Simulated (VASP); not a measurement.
Wanted: the native input for a VASP 6.6.1 run.

* Task: single point
* Functional: PBE
* Potentials or basis: VASP PAW PBE potentials, release 64 (B, N)
* Cutoff: 520 eV
* k mesh: 12 × 12 × 12
* Occupations: fermi-dirac, width 0.02 eV
* Spin: no spin polarisation
* Dipole correction: no
* Further INCAR settings: ALGO = Normal; EDIFF = 1e-06; NBANDS = 11

The structure of BN lies in POSCAR:

```
BN
1.0
   -0.0416672041      1.8173030249      1.8173030249
    1.8173030249     -0.0416672041      1.8173030249
    1.8173030249      1.8173030249     -0.0416672041
B N
1 1
Direct
    0.0000135516      0.0000135516      0.0000135516
    0.2499864484      0.2499864484      0.2499864484
```

This cell differs from its parent crystal: epitaxial 111 strain +3.0%.

The input as run:

INCAR

```
SYSTEM = BN
ALGO = Normal ; EDIFF = 1E-6
ENCUT = 520 ; GGA = PE
ISIF = 2 ; ISMEAR = -1
LASPH = .TRUE. ; LCHARG = .FALSE.
LREAL = .FALSE. ; LWAVE = .FALSE.
NBANDS = 11 ; NELM = 60
PREC = Accurate ; SIGMA = 0.02
```

KPOINTS

```
k-points
0
G
  12 12 12
  0 0 0
```

Potentials or basis: VASP PAW PBE potentials, release 64 (B, N).

The run is started by

```sh
$ cat potpaw_PBE.64/B/POTCAR potpaw_PBE.64/N/POTCAR > POTCAR
$ mpirun -np 1 vasp_std > vasp.out
```

Results of the run:

The pressure is -13.8 GPa, the largest force is 0.043 eV/Å and the band gap on the k mesh is 4.32 eV, indirect (least direct gap 8.24 eV).

Caveat: the cell differs from its parent crystal (epitaxial 111 strain +3.0%).

It took 19 s on 1 thread of Intel(R) Xeon(R) Platinum 8259CL CPU @ 2.50GHz (Skylake/Cascade Lake) (shared host), peak memory 0.14 GiB.
